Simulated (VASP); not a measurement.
Set up this calculation in VASP 6.6.1, as the native input.

```yaml
Task: relaxation of cell and atoms
Functional: PBE
Potentials_or_basis: VASP PAW PBE potentials, release 64 (Sr_sv, Tm_3, Si), 4f in core
Cutoff: 500 eV
k_mesh: 6 × 6 × 6
Occupations: gaussian, width 0.1 eV
Spin: no spin polarisation
Dipole_correction: no
Further_INCAR_settings: ALGO = Normal; EDIFF = 1e-07; IBRION = 2; EDIFFG = -0.01; NSW = 100; ISIF = 3
```

The structure of Sr4TmSi lies in POSCAR:

```
Sr4TmSi
1.0
   -4.2190824428      4.2190824428      3.5999269263
    4.2190824428     -4.2190824428      3.5999269263
    4.2190824428      4.2190824428     -3.5999269263
Sr Tm Si
4 1 1
Direct
    0.5000000000      0.5000000000      0.5000000000
    0.0000000000      0.0000000000      0.5000000000
    0.5000000000      0.0000000000      0.0000000000
    0.0000000000      0.5000000000      0.0000000000
    0.5000000000      0.5000000000      0.0000000000
    0.0000000000      0.0000000000      0.0000000000
```

The cell was generated, and may not be a known phase.

These files were run (other wordings do the same):

INCAR

```
SYSTEM = Sr4TmSi
PREC = Accurate
ENCUT = 500
EDIFF = 1E-7
ISMEAR = 0
SIGMA = 0.1
LREAL = .False.
LASPH = .True.
NELM = 200
ALGO = Normal
ISIF = 3
LWAVE = .False.
LCHARG = .False.
GGA = PE
IBRION = 2
NSW = 100
EDIFFG = -0.01
GGA_COMPAT = .False.
NELMIN = 4
LMAXMIX = 6
```

KPOINTS

```
Automatic mesh
0
Gamma
  6 6 6
  0 0 0
```

Potentials or basis: VASP PAW PBE potentials, release 64 (Sr_sv, Tm_3, Si), 4f in core.

Launch:

```bash
$ cat potpaw_PBE.64/Sr_sv/POTCAR potpaw_PBE.64/Tm_3/POTCAR potpaw_PBE.64/Si/POTCAR > POTCAR
$ mpirun -np 1 vasp_std > vasp.out
```

Results of the run:

```yaml
Relaxed_volume: 42.81 Å³/atom
Relaxed_cell: a = 6.976 Å, b = 6.976 Å, c = 6.976 Å, α = 105.38°, β = 105.38°, γ = 118.01°
Space_group_after_relaxing_to_0.1_Å: I4/mmm (No. 139)
Energy_gained_by_relaxing: 0.1 meV/atom
Ionic_steps: 3
Pressure_after_relaxing: 0.0 GPa
Band_gap_on_the_k_mesh: zero (an odd number of electrons rules out a gap without spin polarisation)
```

Caveat: spin-orbit coupling is left out, which moves the levels of the heavy elements; the 4f electrons are frozen in the core, so they carry no moment and show no levels.

It took 6.8 min on 1 thread of Intel(R) Xeon(R) 6975P-C (Granite Rapids), on a shared host, peak memory 0.55 GiB.
